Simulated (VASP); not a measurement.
Input of a VASP 6.6.1 run:

INCAR

```
SYSTEM = BN
PREC = Accurate
ENCUT = 520
EDIFF = 1E-6
ISMEAR = -1
SIGMA = 0.05
LREAL = .FALSE.
LASPH = .TRUE.
NELM = 60
ALGO = Normal
ISIF = 2
LWAVE = .FALSE.
LCHARG = .FALSE.
GGA = PE
NBANDS = 16
```

Contents of KPOINTS:

```
regular mesh
0
G
  12 12 6
  0 0 0
```

The input POSCAR:

```
BN
1.0
    2.5360000000      0.0000000000      0.0000000000
   -1.2680000000      2.1962400000      0.0000000000
    0.0000000000      0.0000000000      4.1710066667
B N
2 2
Direct
    0.6666666667      0.3333333333      0.0000000000
    0.3333333333      0.6666666667      0.5000000000
    0.6666666667      0.3333333333      0.3750000000
    0.3333333333      0.6666666667      0.8750000000
```

Potentials or basis: VASP PAW PBE potentials, release 64 (B, N).

Launch:

```bash
$ cat potpaw_PBE.64/B/POTCAR potpaw_PBE.64/N/POTCAR > POTCAR
$ mpirun -np 1 vasp_std > vasp.out
```

Question: What does it give for the pressure?

Answer: 11.1 GPa.

Question: Predict the largest force.

Answer: 0.049 eV/Å.

Question: What does it give for the band gap on the k mesh?

Answer: 5.21 eV, indirect (least direct gap 8.36 eV).

Stress tensor (GPa, compression positive):
```
 9.18  0.00  0.00
 0.00  9.18  0.00
 0.00  0.00 14.79
```

A k mesh can miss the band edges. Expect the measured gap to be larger: semilocal functionals such as PBE lack the derivative discontinuity.
